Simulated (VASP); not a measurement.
A run of VASP 6.6.1 is set up as follows.

File INCAR:

```
PREC = Accurate ; ENCUT = 970
EDIFF = 1E-7 ; ISMEAR = 0
SIGMA = 0.1 ; LREAL = F
LASPH = T ; NELM = 120
ALGO = Normal ; ISIF = 3
LWAVE = F ; LCHARG = F
GGA = PE ; IBRION = 2
NSW = 90 ; EDIFFG = -0.04
GGA_COMPAT = F ; NELMIN = 4
```

Contents of KPOINTS:

```
regular mesh
0
Gamma
  6 6 6
```

File POSCAR:

```
NaCa2H2
1.0
    4.6312130500      0.0000000000      0.0000000000
   -2.3156065300      4.0107481500      0.0000000000
    0.0000000000      0.0000000000      3.7054970600
Na Ca H
1 2 2
Direct
    0.0000000000      0.0000000000      0.6483049900
    0.3333333300      0.6666666700      0.0467269100
    0.6666666700      0.3333333300      0.0467269100
    0.3333333300      0.6666666700      0.6211387100
    0.6666666700      0.3333333300      0.6211387100
```

Potentials or basis: VASP PAW PBE potentials, release 64 (Na_sv, Ca_sv, H).

Run with:

```console
$ cat potpaw_PBE.64/Na_sv/POTCAR potpaw_PBE.64/Ca_sv/POTCAR potpaw_PBE.64/H/POTCAR > POTCAR
$ mpirun -np 1 vasp_std > vasp.out
```

Predict the relaxed volume.

25.92 Å³/atom.

What does it give for the relaxed cell?

a = 5.954 Å, b = 5.954 Å, c = 4.221 Å, α = 90.00°, β = 90.00°, γ = 120.00°.

Predict the space group after relaxing (to 0.1 Å).

P6mm (No. 183).

Stress tensor (GPa, compression positive):
```
-0.12  0.00  0.00
 0.00 -0.12  0.00
 0.00  0.00  0.00
```

Caveat: the volume moved by over 15 % at a fixed basis, so the end points are rough.
